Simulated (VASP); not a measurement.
Input of a VASP 6.6.1 run:

File INCAR:

```
PREC = Accurate
ENCUT = 520
EDIFF = 1E-6
ISMEAR = -1
SIGMA = 0.05
LREAL = F
LASPH = T
NELM = 150
ALGO = Normal
ISIF = 2
LWAVE = F
LCHARG = F
ISPIN = 2
MAGMOM = 0 0 4 1 0 0 0 0 0 0
LORBIT = 11
LMAXMIX = 6
GGA = B5
ALDAX = 1.0
AGGAX = 1.0
AGGAC = 1.0
ALDAC = 0.0
NBANDS = 56
```

File KPOINTS:

```
regular mesh
0
Gamma
  5 5 5
```

The input POSCAR:

```
NaLaMnMoO6
1.0
   -2.7121985420      2.7121985420      4.2090612246
    2.7121985420     -2.7121985420      4.2090612246
    2.7121985420      2.7121985420     -4.2090612246
Na La Mn Mo O
1 1 1 1 6
Direct
    0.2500000000      0.7500000000      0.5000000000
    0.7500000000      0.2500000000      0.5000000000
    0.5000000000      0.5000000000      0.0000000000
    0.0000000000      0.0000000000      0.0000000000
    0.1904930146      0.3027872812      0.5015697535
    0.3110767389      0.8095069854      0.1122942665
    0.8012175277      0.6889232611      0.4984302465
    0.6972127188      0.1987824723      0.8877057335
    0.2339258839      0.2339258839      0.0000000000
    0.7660741161      0.7660741161      0.0000000000
```

Potentials or basis: VASP PAW PBE potentials, release 64 (Na_pv, La, Mn_pv, Mo_sv, O).

Command:

```console
$ cat potpaw_PBE.64/Na_pv/POTCAR potpaw_PBE.64/La/POTCAR potpaw_PBE.64/Mn_pv/POTCAR potpaw_PBE.64/Mo_sv/POTCAR potpaw_PBE.64/O/POTCAR > POTCAR
$ mpirun -np 1 vasp_std > vasp.out
```

(1) Estimate the pressure.

(2) What does it give for the largest force?

(3) Estimate the net moment.

Answers

(1) 0.4 GPa.

(2) 0.068 eV/Å.

(3) 3.50 μB per cell.

Caveat: the PAW data sets were made with another functional, which shifts forces and pressure a little; a cell with one magnetic atom can't hold antiferromagnetic order, which such compounds often take.
